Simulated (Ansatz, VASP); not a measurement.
# One calculation of Ir, two programs

```
CELL_PARAMETERS angstrom
-1.40870 1.40870 1.40870
1.40870 -1.40870 1.40870
1.40870 1.40870 -1.40870
ATOMIC_POSITIONS crystal
Ir 0.00000 0.00000 0.00000
```

Change from the starting cell: volume scaled by 0.78, LAPW.

Alike in both runs: task single point; functional LDA; k mesh 20 × 20 × 20; occupations fermi-dirac, width 0.08 eV; no spin polarisation.

|  | VASP | Ansatz |
| --- | --- | --- |
| version | VASP 6.6.1 | Ansatz 0.2.0 |
| potentials or method | VASP PAW LDA potentials, release 64 (Ir), cutoff 520 eV | all-electron LAPW, scalar-relativistic |

Ansatz gave:

| Item | Value |
| --- | --- |
| pressure (GPa) | 162.8 |

Q: Estimate VASP's values.

A: Pressure (GPa): 170.4.

LDA's correlation is that of Perdew and Zunger in VASP and of Perdew and Wang (1992) in Ansatz. Both programs put the cell under a high pressure, so it lies far from rest at this level. Ansatz ran all-electron here, and VASP with PAW potentials.

Neither program's run includes spin-orbit coupling. Noted on VASP's run: the cell as given lies far from equilibrium.
